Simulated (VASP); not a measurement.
Wanted: the native input for a VASP 6.6.1 run.

```
Task                   : single point
Functional             : LDA
Potentials or basis    : VASP PAW LDA potentials, release 64 (Ga_d, As)
Cutoff                 : 500 eV
k mesh                 : 12 × 12 × 12
Occupations            : gaussian, width 0.01 eV
Spin                   : no spin polarisation
Dipole correction      : no
Further INCAR settings : ALGO = Normal; EDIFF = 1e-06; NBANDS = 16
```

The structure of GaAs lies in POSCAR:

```
GaAs
1.0
    0.0000000000      2.8014004040      2.8014004040
    2.8014004040      0.0000000000      2.8014004040
    2.8014004040      2.8014004040      0.0000000000
Ga As
1 1
Direct
    0.0000000000      0.0000000000      0.0000000000
    0.2500000000      0.2500000000      0.2500000000
```

One way to write it, as run:

INCAR

```
SYSTEM = GaAs
PREC = Accurate
ENCUT = 500
EDIFF = 1E-6
ISMEAR = 0
SIGMA = 0.01
LREAL = .FALSE.
LASPH = .TRUE.
NELM = 120
ALGO = Normal
ISIF = 2
LWAVE = .FALSE.
LCHARG = .FALSE.
GGA = CA
NBANDS = 16
GGA_COMPAT = .FALSE.
```

KPOINTS

```
Automatic mesh
0
G
  12 12 12
  0 0 0
```

Potentials or basis: VASP PAW LDA potentials, release 64 (Ga_d, As).

Launch:

```console
$ cat potpaw_LDA.64/Ga_d/POTCAR potpaw_LDA.64/As/POTCAR > POTCAR
$ mpirun -np 1 vasp_std > vasp.out
```

It gave:

* Pressure: 0.3 GPa
* Band gap on the k mesh: 0.54 eV

Run time: 40 s on 1 thread of AMD EPYC 7R13 Processor (Zen 3), on a shared host, peak memory 0.15 GiB.
